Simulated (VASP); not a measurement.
# Ta4C3 (P1) in VASP: single point with PBEsol

Aim: the single point of Ta4C3 with PBEsol.

Everything below comes from runs of VASP 6.6.1. Logs are shortened: lines on timing, memory, paths and dates and some standing lists are left out, and cuts for length are marked.

## 1. The cell of the first run

The typed cell holds 7 atoms: a = 4.408 Å, b = 4.399 Å, c = 4.388 Å, α = 90.72°, β = 89.12°, γ = 90.73°.

## 2. Single point, PBEsol (atoms moved at random and the cell strained at random)

File INCAR:

```
PREC = Accurate ; ENCUT = 520
EDIFF = 1E-6 ; ISMEAR = 0
SIGMA = 0.15 ; LREAL = False
LASPH = True ; NELM = 80
ALGO = Fast ; ISIF = 2
LWAVE = False ; LCHARG = False
GGA = PS ; NBANDS = 37
```

File KPOINTS:

```
Automatic mesh
0
Gamma
  10 10 10
```

File POSCAR:

```
Ta4C3
1.0
    4.4077284998     -0.0278549764      0.0335483542
   -0.0278549764      4.3989933340     -0.0275416083
    0.0335483542     -0.0275416083      4.3877823824
Ta C
4 3
Direct
   -0.0024428716      0.4998723023      0.5383135386
    0.4962080052     -0.0088629471      0.4896112256
    0.5132805852      0.4817385963     -0.0124798816
   -0.0445366860      0.0027882691     -0.0156729147
    0.5247186190     -0.0129771182     -0.0199798220
    0.0161723720      0.5227215670      0.0338834428
   -0.0034000238      0.0147193306      0.4863244112
```

Potentials or basis: VASP PAW PBE potentials, release 64 (Ta_pv, C).

The run is started by

```bash
$ cat potpaw_PBE.64/Ta_pv/POTCAR potpaw_PBE.64/C/POTCAR > POTCAR
$ mpirun -np 1 vasp_std > vasp.out
```

OUTCAR:

```text
PREC = Accurate
   ENCUT = 520
   EDIFF = 1E-6
   ISMEAR = 0
   LREAL = False
   LASPH = True
   NELM = 80
   ISIF = 2
   GGA = PS

 ion  position               nearest neighbor table
   1  0.998  0.500  0.538-   7 2.14   6 2.18   6 2.22   7 2.28   3 2.88   4 2.94   4 2.96   3 3.03
                             2 3.07   2 3.12   2 3.13   2 3.16   3 3.25   4 3.26   3 3.29   4 3.32
   2  0.496  0.991  0.490-   5 2.16   7 2.21   7 2.21   5 2.24   4 2.98   4 2.99   3 3.05   1 3.07
                             3 3.10   1 3.12   3 3.12   1 3.13   3 3.15   1 3.16   4 3.20   4 3.28
   3  0.513  0.482  0.988-   5 2.18   6 2.21   5 2.22   6 2.23   1 2.88   4 2.89   4 2.99   1 3.03
                             2 3.05   2 3.10   2 3.12   2 3.15   4 3.22   1 3.25   1 3.29   4 3.38
   4  0.955  0.003  0.984-   5 1.90   6 2.15   7 2.19   7 2.21   6 2.31   5 2.51   3 2.89   1 2.94
                             1 2.96   2 2.98   3 2.99   2 2.99   2 3.20   3 3.22   1 3.26   2 3.28
   5  0.525  0.987  0.980-   4 1.90   2 2.16   3 2.18   3 2.22   2 2.24   4 2.51
   6  0.016  0.523  0.034-   4 2.15   1 2.18   3 2.21   1 2.22   3 2.23   4 2.31
   7  0.997  0.015  0.486-   1 2.14   4 2.19   2 2.21   2 2.21   4 2.21   1 2.28

  LATTYP: Found a triclinic cell.
 ALAT       =     4.4079441829
 B/A-ratio  =     1.4001849203
 C/A-ratio  =     0.9980089484
 COS(alpha) =     0.0001214885
 COS(beta)  =     0.0126982298
 COS(gamma) =     0.7033170527

  Lattice vectors:

 A1 = (  -4.4077284998,   0.0278549764,  -0.0335483542)
 A2 = (  -4.3741801456,   0.0003133681,   4.3542340282)
 A3 = (  -0.0278549764,   4.3989933340,  -0.0275416083)

Analysis of symmetry for initial positions (statically):
=====================================================================
 Subroutine PRICEL returns:
 Original cell was already a primitive cell.

 Routine SETGRP: Setting up the symmetry group for a
 triclinic supercell.

 Subroutine GETGRP returns: Found  1 space group operations
 (whereof  1 operations were pure point group operations)
 out of a pool of  2 trial point group operations.

The static configuration has the point symmetry C_1 .

Analysis of symmetry for dynamics (positions and initial velocities):
=====================================================================
 Subroutine PRICEL returns:
 Original cell was already a primitive cell.

 Routine SETGRP: Setting up the symmetry group for a
 triclinic supercell.

 Subroutine GETGRP returns: Found  1 space group operations
 (whereof  1 operations were pure point group operations)
 out of a pool of  2 trial point group operations.

The dynamic configuration has the point symmetry C_1 .

 Subroutine INISYM returns: Found  1 space group operations
 (whereof  1 operations are pure point group operations),
 and found     1 'primitive' translations

----------------------------------------------------------------------------------------

                                     Primitive cell

  volume of cell :      85.0656

  direct lattice vectors                    reciprocal lattice vectors
     4.407728500 -0.027854976  0.033548354     0.226896375  0.001425931 -0.001725867
    -0.027854976  4.398993334 -0.027541608     0.001425931  0.227342632  0.001416101
     0.033548354 -0.027541608  4.387782382    -0.001725867  0.001416101  0.227927644

  length of vectors
     4.407944183  4.399167739  4.387997068     0.226907419  0.227351514  0.227938577

  position of ions in fractional coordinates (direct lattice)
     0.997557128  0.499872302  0.538313539
     0.496208005  0.991137053  0.489611226
     0.513280585  0.481738596  0.987520118
     0.955463314  0.002788269  0.984327085
     0.524718619  0.987022882  0.980020178
     0.016172372  0.522721567  0.033883443
     0.996599976  0.014719331  0.486324411

  ion indices of the primitive-cell ions
   primitive index   ion index
                 1           1
                 2           2
                 3           3
                 4           4
                 5           5
                 6           6
                 7           7

----------------------------------------------------------------------------------------

 KPOINTS: Automatic mesh

Automatic generation of k-mesh.
 Grid dimensions read from file:
 generate k-points for:   10   10   10

 Generating k-lattice:

  Cartesian coordinates                     Fractional coordinates (reciprocal lattice)
     0.022689638  0.000142593 -0.000172587     0.100000000  0.000000000 -0.000000000
     0.000142593  0.022734263  0.000141610     0.000000000  0.100000000  0.000000000
    -0.000172587  0.000141610  0.022792764     0.000000000  0.000000000  0.100000000

  Length of vectors
     0.022690742  0.022735151  0.022793858

  Shift w.r.t. Gamma in fractional coordinates (k-lattice)
     0.000000000  0.000000000  0.000000000

 Subroutine IBZKPT returns following result:
 ===========================================

 Found    504 irreducible k-points:

 Following reciprocal coordinates:
            Coordinates               Weight
  0.000000  0.000000  0.000000      1.000000
  0.100000  0.000000  0.000000      2.000000
  0.200000  0.000000  0.000000      2.000000
  0.300000  0.000000  0.000000      2.000000
  0.400000  0.000000  0.000000      2.000000
  0.500000 -0.000000  0.000000      1.000000
[... 16 lines left out ...]
 -0.400000  0.200000  0.000000      2.000000
 -0.300000  0.200000  0.000000      2.000000
 [... further k-points ...]
   k-points           NKPTS =    504   k-points in BZ     NKDIM =    504   number of bands    NBANDS=     37
   number of dos      NEDOS =    301   number of ions     NIONS =      7
   total plane-waves  NPLWV =  46656
   dimension x,y,z NGX =    36 NGY =   36 NGZ =   36
   dimension x,y,z NGXF=    72 NGYF=   72 NGZF=   72
   ions per type =               4   3
   NGX,Y,Z   is equivalent  to a cutoff of  13.58, 13.60, 13.64 a.u.
   NGXF,Y,Z  is equivalent  to a cutoff of  27.15, 27.21, 27.28 a.u.
 SYSTEM =  unknown system
   PREC   = accura    normal or accurate (medium, high low for compatibility)
   ISTART =      0    job   : 0-new  1-cont  2-samecut
   ICHARG =      2    charge: 1-file 2-atom 10-const
   ISPIN  =      1    spin polarized calculation?
   LNONCOLLINEAR =      F non collinear calculations
   LSORBIT =      F    spin-orbit coupling
   LASPH  =      T    aspherical Exc in radial PAW
   ENCUT  =  520.0 eV  38.22 Ry    6.18 a.u.   8.20  8.18  8.16*2*pi/ulx,y,z
   NELM   =     80;   NELMIN=  2; NELMDL= -5     # of ELM steps
   EDIFF  = 0.1E-05   stopping-criterion for ELM
   LREAL  =      F    real-space projection
   EDIFFG = 0.1E-04   stopping-criterion for IOM
   NSW    =      0    number of steps for IOM
   IBRION =     -1    ionic relax: 0-MD 1-quasi-New 2-CG
   NFREE  =      0    steps in history (QN), initial steepest desc. (CG)
   ISIF   =      2    stress and relaxation
   ISYM   =      2    0-nonsym 1-usesym 2-fastsym
   POTIM  = 0.5000    time-step for ionic-motion
   TEBEG  =    0.0;   TEEND  =   0.0 temperature during run
   PSTRESS=    0.0 pullay stress
   NELECT =      56.0000    total number of electrons
   NUPDOWN=      -1.0000    fix difference up-down
   EMIN   =  10.00;   EMAX   =-10.00  energy-range for DOS
   EFERMI =   0.00;   METHOD = LEGACY
   ISMEAR =     0;   SIGMA  =   0.15  broadening in eV -4-tet -1-fermi 0-gaus
   EFERMI_NEDOS =   21; number of points for ismear=-14 and -15
   IALGO  =     68    algorithm
   IMIX   =      4    mixing-type and parameters
     AMIX     =   0.40;   BMIX     =  1.00
     AMIX_MAG =   1.60;   BMIX_MAG =  1.00
  volume/ion in A,a.u.               =      12.15        82.01
  Fermi-wavevector in a.u.,A,eV,Ry     =   1.424141  2.691236 27.595023  2.028177
  Thomas-Fermi vector in A             =   2.544663
   LORBIT       =      0    0 simple, 1 ext, 2 COOP (PROOUT), +10 PAW based schemes
   GGA     = PS    functional components
   LHFCALC =     F    Hartree Fock is set to
   AEXX    =    0.0000 exact exchange contribution
   IVDW    =     0    specifies the selected vdW correction
   LEPSILON=     F    determine dielectric tensor
   LRPA    =     F    only Hartree local field effects (RPA)
 non-spin polarized calculation
 RMM-DIIS sequential band-by-band and
 Gauss-broadening in eV      SIGMA  =   0.15
  energy-cutoff  :      520.00
  volume of cell :       85.07
 maximum number of plane-waves:      2312
 NGX is ok and might be reduce to    36
   NGX = 17   NGY = 17   NGZ = 17

 number of electron      56.0000005 magnetization

 Free energy of the ion-electron system (eV)
  ---------------------------------------------------
  ext. energy  EPLUGINS =         0.00000000
  ---------------------------------------------------
  free energy    TOTEN  =       -81.37070933 eV

  energy without entropy =      -81.32953112  energy(sigma->0) =      -81.35012022

 E-fermi :   7.1514     XC(G=0): -13.1059

 val. band max:        7.1490610365   @ k =  -0.4000   0.3000   0.1000
 cond. band min:       7.1523594653   @ k =  -0.3000  -0.3000   0.1000
 fundamental gap:      0.0032984289
 Fermi energy:         7.1514002401

 k-point     1 :       0.0000    0.0000    0.0000
  band No.  band energies     occupation
      1     -27.9734      2.00000
      2     -27.8891      2.00000
      3     -27.8683      2.00000
      4     -27.3698      2.00000
      5     -27.3462      2.00000
      6     -27.3069      2.00000
[... 29 lines left out ...]
     36      11.2450      0.00000
     37      12.1220      0.00000

 k-point     2 :       0.1000    0.0000    0.0000
  band No.  band energies     occupation
      1     -27.9641      2.00000
      2     -27.8817      2.00000
      3     -27.8604      2.00000
      4     -27.3737      2.00000
      5     -27.3579      2.00000
      6     -27.3150      2.00000
[... 29 lines left out ...]
     36      11.4552      0.00000
     37      11.8964      0.00000

 k-point     3 :       0.2000    0.0000    0.0000
  band No.  band energies     occupation
      1     -27.9389      2.00000
      2     -27.8613      2.00000
      3     -27.8385      2.00000
      4     -27.3879      2.00000
      5     -27.3824      2.00000
      6     -27.3340      2.00000
[... 29 lines left out ...]
     36      11.4787      0.00000
     37      11.6977      0.00000

 k-point     4 :       0.3000    0.0000    0.0000
  band No.  band energies     occupation
      1     -27.9052      2.00000
      2     -27.8331      2.00000
      3     -27.8076      2.00000
      4     -27.4224      2.00000
      5     -27.3981      2.00000
      6     -27.3595      2.00000
[... 29 lines left out ...]
     36      11.1873      0.00000
     37      11.8961      0.00000
[... 683 lines left out ...]
      1     -27.9118      2.00000
      2     -27.8192      2.00000
      3     -27.7511      2.00000
      4     -27.4841      2.00000
      5     -27.4371      2.00000
      6     -27.3642      2.00000
[... 29 lines left out ...]
     36      11.0345      0.00000
     37      11.2686      0.00000

 k-point    23 :      -0.4000    0.2000    0.0000
  band No.  band energies     occupation
      1     -27.9183      2.00000
      2     -27.8242      2.00000
      3     -27.7632      2.00000
      4     -27.4824      2.00000
      5     -27.4245      2.00000
      6     -27.3552      2.00000
[... 29 lines left out ...]
     36      11.2836      0.00000
     37      11.4952      0.00000

 k-point    24 :      -0.3000    0.2000    0.0000
  band No.  band energies     occupation
      1     -27.9339      2.00000
      2     -27.8300      2.00000
      3     -27.7906      2.00000
      4     -27.4699      2.00000
      5     -27.3930      2.00000
      6     -27.3516      2.00000
[... 29 lines left out ...]
     36      11.5568      0.00000
     37      11.8796      0.00000

 [... further k-points ...]

------------------------ aborting loop because EDIFF is reached ----------------------------------------

  FORCE on cell =-STRESS in cart. coord.  units (eV):
  Direction    XX          YY          ZZ          XY          YZ          ZX
  --------------------------------------------------------------------------------------
  -------------------------------------------------------------------------------------
  Total        8.7032827      3.4369027      1.6897710      0.0635664      0.6454141     -1.8428257
  in kB      163.9230076     64.7327501     31.8261917      1.1972481     12.1561278    -34.7089195
  external PRESSURE =      86.8273165 kB  Pullay stress =       0.0000000 kB

 VOLUME and BASIS-vectors are now :
 -----------------------------------------------------------------------------
  energy-cutoff  :      520.00
  volume of cell :       85.07
      direct lattice vectors                 reciprocal lattice vectors
     4.407728500 -0.027854976  0.033548354     0.226896375  0.001425931 -0.001725867
    -0.027854976  4.398993334 -0.027541608     0.001425931  0.227342632  0.001416101
     0.033548354 -0.027541608  4.387782382    -0.001725867  0.001416101  0.227927644

 POSITION                                       TOTAL-FORCE (eV/Angst)
 -----------------------------------------------------------------------------------
      4.40110      2.15632      2.38170         0.551989      0.546852     -2.730980
      2.17597      4.33270      2.13766        -0.140518      0.348019      0.275777
      2.28211      2.07767      4.33698        -1.284255      1.260327      0.512692
      4.24437     -0.04146      4.35099         5.976487      0.361349      1.118742
      2.31820      4.30030      4.29053        -4.524323      0.067562      0.939562
      0.05786      2.29807      0.13482        -0.608913     -1.599282     -0.830516
      4.40865      0.02360      2.16691         0.029532     -0.984827      0.714724
 -----------------------------------------------------------------------------------
    total drift:                                0.000375     -0.000138      0.000202

  FREE ENERGIE OF THE ION-ELECTRON SYSTEM (eV)
  ---------------------------------------------------
  free  energy   TOTEN  =       -81.3707093265 eV

  energy  without entropy=      -81.3295311177  energy(sigma->0) =      -81.35012022
```

Wall time 31 min (1 thread of Oxide Virtual Turin-like, shared host); peak memory 1.1 GiB.

Results:

* Free energy: -81.3707 eV
* Pressure: 8.7 GPa
* Largest force: 6.091 eV/Å
* Band gap on the k mesh: zero (bands 28 and 29 overlap by 0.80 eV)

Forces in eV/Å, atoms in the order of the input:
```
Ta   0.552  0.547 -2.731
Ta  -0.141  0.348  0.276
Ta  -1.284  1.260  0.513
Ta   5.976  0.361  1.119
C   -4.524  0.068  0.940
C   -0.609 -1.599 -0.831
C    0.030 -0.985  0.715
```

Stress tensor (GPa, compression positive):
```
16.39  0.12 -3.47
 0.12  6.47  1.22
-3.47  1.22  3.18
```

Caveat: the cell differs from its parent crystal (atoms moved at random and the cell strained at random); the stress differs along the axes, from 3 to 16 GPa; the PAW data sets were made with another functional, which shifts forces and pressure a little; spin-orbit coupling is left out, which moves the levels of the heavy elements.
